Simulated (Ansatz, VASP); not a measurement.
Given: the input of a run of VASP 6.6.1 on As.

File INCAR:

```
SYSTEM = As
ALGO = Normal ; EDIFF = 1E-6
ENCUT = 520 ; GGA = CA
ISIF = 2 ; ISMEAR = -1
LASPH = .True. ; LCHARG = .False.
LREAL = .False. ; LWAVE = .False.
NBANDS = 18 ; NELM = 60
PREC = Accurate ; SIGMA = 0.05
```

Contents of KPOINTS:

```
k-points
0
Gamma
  8 8 6
  0 0 0
```

Contents of POSCAR:

```
As
1.0
    1.8607934009     -5.6078705233      0.0000000000
    1.8607934009      5.6078705233      0.0000000000
    0.0000000000      0.0000000000      4.5576693162
As
4
Direct
    0.3900000000      0.6100000000      0.5600000000
    0.8900000000      0.1100000000      0.9400000000
    0.6100000000      0.3900000000      0.4400000000
    0.1100000000      0.8900000000      0.0600000000
```

Potentials or basis: VASP PAW LDA potentials, release 64 (As).

Launch:

```sh
$ cat potpaw_LDA.64/As/POTCAR > POTCAR
$ mpirun -np 1 vasp_std > vasp.out
```

Problem. Translate it to Ansatz 0.2.0. Potentials there: Ansatz PAW.

Solution. As run (the cutoff follows the program's own potentials):

input.yaml

```yaml
crystal:
  lattice:
    - [1.8607934009, -5.6078705233, 0.0]
    - [1.8607934009, 5.6078705233, 0.0]
    - [0.0, 0.0, 4.5576693162]
  atoms:
    - { symbol: As, position: [0.39, 0.61, 0.56] }
    - { symbol: As, position: [0.89, 0.11, 0.94] }
    - { symbol: As, position: [0.61, 0.39, 0.44] }
    - { symbol: As, position: [0.11, 0.89, 0.06] }
hamiltonian:
  xc: lda
  pseudopotentials: { kind: paw }
kpoints:
  mp_grid: { grid: [8, 8, 6] }
scf:
  occupations: { method: fermi_dirac, width: 0.05 }
output:
  forces: true
  stress: true
  eigenvalues: true
```

Potentials or basis: Ansatz PAW.

Run with:

```console
$ ansatz run input.yaml --threads 1 --pin off --max-ram 3584MiB --backend cpu --events-out ev --progress --plain --runs-dir out
```

Both were run:

|  | VASP | Ansatz | Ansatz less VASP |
| --- | --- | --- | --- |
| gap on the k mesh at the Fermi level (eV) | 0.09 | 0.11 | +0.013 |
| least direct gap on the mesh (eV) | 0.17 | 0.18 | +0.009 |
| pressure (GPa) | -5.0 | -5.3 | -0.31 |
| traceless stress, the component that is largest in VASP (GPa) | -0.66 | -0.64 | +0.023 |
| rms of the force components (eV/Å) | 0.296 | 0.330 | +0.0342 |

LDA's correlation is that of Perdew and Zunger in VASP and of Perdew and Wang (1992) in Ansatz. Atom by atom the forces differ by 0.035 eV/Å (rms over components). VASP's potentials hold 20 valence electrons a cell and Ansatz's 60, so a difference there can come from the potentials and not from the codes.
